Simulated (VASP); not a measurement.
Input of a VASP 6.6.1 run:

INCAR

```
SYSTEM = AlGa2N3
PREC = Accurate ; ENCUT = 600
EDIFF = 1E-6 ; ISMEAR = 0
SIGMA = 0.02 ; LREAL = .FALSE.
LASPH = .TRUE. ; NELM = 100
ALGO = Normal ; ISIF = 4
LWAVE = .FALSE. ; LCHARG = .FALSE.
GGA = PE ; IBRION = 2
NSW = 50 ; EDIFFG = -0.01
```

KPOINTS

```
regular mesh
0
G
  12 12 12
  0 0 0
```

POSCAR

```
AlGa2N3
1.0
   -1.5433588406      1.5433588406      6.5246638429
    1.5433588406     -1.5433588406      6.5246638429
    1.5433588406      1.5433588406     -6.5246638429
Al Ga N
1 2 3
Direct
    0.5000000000      0.5000000000      0.0000000000
    0.8354344948      0.8354344948      0.0000000000
    0.1645655052      0.1645655052      0.0000000000
    0.4215389247      0.9215389247      0.5000000000
    0.0784610753      0.5784610753      0.5000000000
    0.7500000000      0.2500000000      0.5000000000
```

Potentials or basis: VASP PAW PBE potentials, release 64 (Al, Ga_d, N).

Run with:

```sh
$ cat potpaw_PBE.64/Al/POTCAR potpaw_PBE.64/Ga_d/POTCAR potpaw_PBE.64/N/POTCAR > POTCAR
$ mpirun -np 1 vasp_std > vasp.out
```

(1) What does it give for the band gap on the k mesh?

## Answers

(1) 2.91 eV.
